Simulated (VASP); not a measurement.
A run of VASP 6.6.1:

INCAR

```
SYSTEM = SnO2
PREC = Accurate
ENCUT = 520
EDIFF = 1E-6
ISMEAR = 0
SIGMA = 0.01
LREAL = .False.
LASPH = .True.
NELM = 100
ALGO = Normal
ISIF = 2
LWAVE = .False.
LCHARG = .False.
NBANDS = 35
```

Contents of KPOINTS:

```
regular mesh
0
Gamma
  6 6 8
  0 0 0
```

The input POSCAR:

```
SnO2
1.0
    4.7880040000      0.0000000000      0.0000000000
    0.0000000000      4.8665820000      0.0000000000
    0.0000000000      0.0000000000      3.2408980000
Sn O
2 4
Direct
    0.5000000000      0.5000000000      0.5000000000
    0.0000000000      0.0000000000      0.0000000000
    0.2918550000      0.3210420000      0.0000000000
    0.7918550000      0.1789580000      0.5000000000
    0.2081450000      0.8210420000      0.5000000000
    0.7081450000      0.6789580000      0.0000000000
```

Potentials or basis: VASP PAW LDA potentials, release 64 (Sn_d, O).

Command:

```console
$ cat potpaw_LDA.64/Sn_d/POTCAR potpaw_LDA.64/O/POTCAR > POTCAR
$ mpirun -np 1 vasp_std > vasp.out
```

Hardware: 1 thread of Intel(R) Xeon(R) Platinum 8488C (Sapphire Rapids) (shared host).

Task: How long does it take, and how much memory?

Result: It took 2.2 min on 1 thread of Intel(R) Xeon(R) Platinum 8488C (Sapphire Rapids), with other jobs on the host, peak memory 0.26 GiB. Counts: scf iterations 14, k points 80.
